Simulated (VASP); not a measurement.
Write the native input for VASP 6.6.1 that does the following.

| Quantity | Value |
| --- | --- |
| Task | single point |
| Functional | PBEsol |
| Potentials or basis | VASP PAW PBE potentials, release 64 (Ag, Pb_d) |
| Cutoff | 400 eV |
| k mesh | 7 × 7 × 1 |
| Occupations | gaussian, width 0.1 eV |
| Spin | no spin polarisation |
| Dipole correction | no |
| Further INCAR settings | ALGO = Normal; EDIFF = 1e-06; NBANDS = 133; NELMDL = -8 |

The structure of Ag20Pb lies in POSCAR:

```
Ag20Pb
1.0
    4.3168868991      2.4923558133      0.0000000000
    0.0000000000      4.9847116266      0.0000000000
    0.0000000000      0.0000000000     26.0988935736
Ag Pb
20 1
Direct
    0.0000000000      0.0000000000      0.2328297019
    0.3337169031      0.0000000000      0.3215489072
    0.0000000000      0.3333326152      0.4104053244
    0.0000000000      0.0000000000      0.4999400280
    0.3346447631      0.0000000000      0.5890151057
    0.0000000000      0.3315728098      0.6783054889
    0.3333333333      0.3333333333      0.2326672033
    0.6662830969      0.3337169031      0.3215489072
    0.3333326152      0.6666673848      0.4104053244
    0.3333333333      0.3333333333      0.4996843321
    0.6653552369      0.3346447631      0.5890151057
    0.3315728098      0.6684271902      0.6783054889
    0.3333333333      0.3333333333      0.7675860648
    0.6666666667      0.6666666667      0.2326672033
    0.0000000000      0.6662830969      0.3215489072
    0.6666673848      0.0000000000      0.4104053244
    0.6666666667      0.6666666667      0.4996843321
    0.0000000000      0.6653552369      0.5890151057
    0.6684271902      0.0000000000      0.6783054889
    0.6666666667      0.6666666667      0.7675860648
    0.0000000000      0.0000000000      0.7848569109
```

One way to write it, as run:

INCAR

```
  PREC = Accurate
  ENCUT = 400
  EDIFF = 1E-6
  ISMEAR = 0
  SIGMA = 0.1
  LREAL = False
  LASPH = True
  NELM = 120
  ALGO = Normal
  ISIF = 2
  LWAVE = False
  LCHARG = True
  GGA = PS
  LELF = True
  LVHAR = True
  NBANDS = 133
  GGA_COMPAT = False
  NELMDL = -8
```

KPOINTS

```
regular mesh
0
Gamma
  7 7 1
```

Potentials or basis: VASP PAW PBE potentials, release 64 (Ag, Pb_d).

Command:

```console
$ cat potpaw_PBE.64/Ag/POTCAR potpaw_PBE.64/Pb_d/POTCAR > POTCAR
$ mpirun -np 1 vasp_std > vasp.out
```

It gave:

* Largest force: 0.007 eV/Å
* Band gap on the k mesh: zero (bands 117 and 118 overlap by 4.14 eV)

Caveat: the PAW data sets were made with another functional, which shifts forces and pressure a little; spin-orbit coupling is left out, which moves the levels of the heavy elements.

It took 23 min on 1 thread of Intel(R) Xeon(R) Platinum 8488C (Sapphire Rapids) (shared host), peak memory 0.68 GiB.
